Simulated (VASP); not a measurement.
HfC:

```xyz
2
Lattice="0.0000 2.2936 2.2936 2.2936 0.0000 2.2936 2.2936 2.2936 0.0000" Properties=species:S:1:pos:R:3 pbc="T T T"
Hf    2.2936    2.2936    2.2936
C     0.0000    0.0000    0.0000
```

Base run:

| Property | Result |
| --- | --- |
| Program | VASP 6.6.1 |
| Functional | PBE |
| Potentials or basis | VASP PAW PBE potentials, release 64 (Hf_pv, C) |
| Cutoff | 520 eV |
| k mesh | 10 × 10 × 10 |
| Occupations | fermi-dirac, width 0.05 eV |
| Spin | no spin polarisation |

Its results: band gap on the k mesh zero (band 7 reaches 7.29 eV, above the bottom of band 8 at 5.87 eV); pressure 10.1 GPa.

Task: The run is repeated on the same cell with these changes: functional from PBE to r2SCAN. What comes out?

Result: Band gap on the k mesh zero (band 7 reaches 7.24 eV, above the bottom of band 8 at 5.76 eV); pressure 8.2 GPa.

Caveats: spin-orbit coupling is left out, which moves the levels of the heavy elements; the PAW data sets were made with another functional, which shifts forces and pressure a little (some runs).
